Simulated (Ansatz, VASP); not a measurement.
## One calculation of In, two programs

```
In
1.0
    -1.52590    1.52590    1.52590
     1.52590   -1.52590    1.52590
     1.52590    1.52590   -1.52590
In
1
Direct
  0.00000 0.00000 0.00000
```

Change from the starting cell: volume scaled by 0.55, LAPW.

Alike in both runs: task single point; functional PBEsol; k mesh 16 × 16 × 16; occupations fermi-dirac, width 0.1 eV; no spin polarisation.

```csv
,VASP,Ansatz
version,VASP 6.6.1,Ansatz 0.2.0
potentials or method,"VASP PAW PBE potentials, release 64 (In_d), cutoff 520 eV","all-electron LAPW, scalar-relativistic"
```

|  | VASP | Ansatz | Ansatz less VASP |
| --- | --- | --- | --- |
| pressure (GPa) | 121.0 | 120.6 | -0.39 |

VASP's potentials were made for PBE, not for PBEsol. Both programs put the cell under a high pressure, so it lies far from rest at this level. Ansatz ran all-electron here, and VASP with PAW potentials.

Noted on VASP's run: the cell as given lies far from equilibrium.
